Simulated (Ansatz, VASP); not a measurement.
**SnO in VASP and in Ansatz**

```
Sn O
1.0
     3.51685    0.00000    0.00000
     0.00000    4.08715    0.00000
     0.00000    0.00000    4.83600
Sn O
2 2
Cartesian
  0.0000 2.0436 1.1534
  1.7584 0.0000 3.6826
  0.0000 0.0000 0.0000
  1.7584 2.0436 0.0000
```

Change from the starting cell: strain -0.0750 x Voigt [1, -1, 0, 0, 0, 0], atoms carried along.

Alike in both runs: task single point; functional PBEsol; k mesh 12 × 12 × 10; occupations gaussian, width 0.15 eV; no spin polarisation.

```csv
,VASP,Ansatz
version,VASP 6.6.1,Ansatz 0.2.0
potentials or method,"VASP PAW PBE potentials, release 64 (Sn_d, O), cutoff 520 eV","scalar-relativistic, plane waves, PAW"
valence electrons in the cell,40,40
```

```csv
,VASP,Ansatz,Ansatz less VASP
gap on the k mesh at the Fermi level (eV),none,none,-
pressure (GPa),2.8,2.5,-0.27
"traceless stress, the component that is largest in VASP (GPa)",5.87,5.68,-0.192
rms of the force components (eV/Å),0.523,0.490,-0.0328
```

VASP's potentials were made for PBE, not for PBEsol. Atom by atom the forces differ by 0.041 eV/Å (rms over components). A gap of «none» marks a metal or a gap that the smearing closes. The functional is the same, so the differences come from potentials, cutoffs and numerics.
